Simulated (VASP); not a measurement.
A run of VASP 6.6.1 is set up as follows.

Contents of POSCAR:

```
Ga
1.0
    2.7164800000      0.0000000000      0.0000000000
    0.0000000000      2.7164800000      0.0000000000
    0.0000000000      0.0000000000      2.7164800000
Ga
1
Direct
    0.0000000000      0.0000000000      0.0000000000
```

INCAR.step1

```
PREC = Accurate ; ENCUT = 600
EDIFF = 1E-5 ; ISMEAR = -1
SIGMA = 0.05 ; LREAL = F
LASPH = T ; NELM = 80
ALGO = Normal ; LWAVE = T
LCHARG = F ; GGA = PE
NBANDS = 12
```

INCAR.step2

```
PREC = Accurate ; ENCUT = 600
EDIFF = 1E-6 ; ISMEAR = -1
SIGMA = 0.05 ; LREAL = F
LASPH = T ; NELM = 80
ALGO = Normal ; ISIF = 3
LWAVE = F ; LCHARG = F
GGA = PS ; LHFCALC = T
AEXX = 0.25 ; HFSCREEN = 0.207
PRECFOCK = Normal ; IBRION = 2
NSW = 60 ; EDIFFG = -0.01
ISTART = 1
```

KPOINTS

```
regular mesh
0
Gamma
  5 5 5
```

Potentials or basis: VASP PAW PBE potentials, release 64 (Ga_d).

Command:

```sh
$ cat potpaw_PBE.64/Ga_d/POTCAR > POTCAR
$ cp INCAR.step1 INCAR
$ mpirun -np 1 vasp_std > vasp.out
$ cp INCAR.step2 INCAR
$ mpirun -np 1 vasp_std > vasp.out
```

Task: Estimate the band gap on the k mesh.

Result: Zero (an odd number of electrons rules out a gap without spin polarisation).

Task: Estimate the relaxed cell.

Result: a = 2.658 Å, b = 2.658 Å, c = 2.658 Å, α = 90.00°, β = 90.00°, γ = 90.00°.

Task: Predict the space group after relaxing (to 0.1 Å).

Result: Pm-3m (No. 221).

Task: Estimate the relaxed volume.

Result: 18.77 Å³/atom.

Final structure:
```
CELL_PARAMETERS angstrom
2.65751 0.00000 0.00000
0.00000 2.65751 0.00000
0.00000 0.00000 2.65751
ATOMIC_POSITIONS crystal
Ga 0.00000 0.00000 0.00000
```

Caveat: the k points lie up to 0.47 Å⁻¹ apart in the final cell, too coarse for converged energies and pressures of a metal; the PAW data sets were made with another functional, which shifts forces and pressure a little.
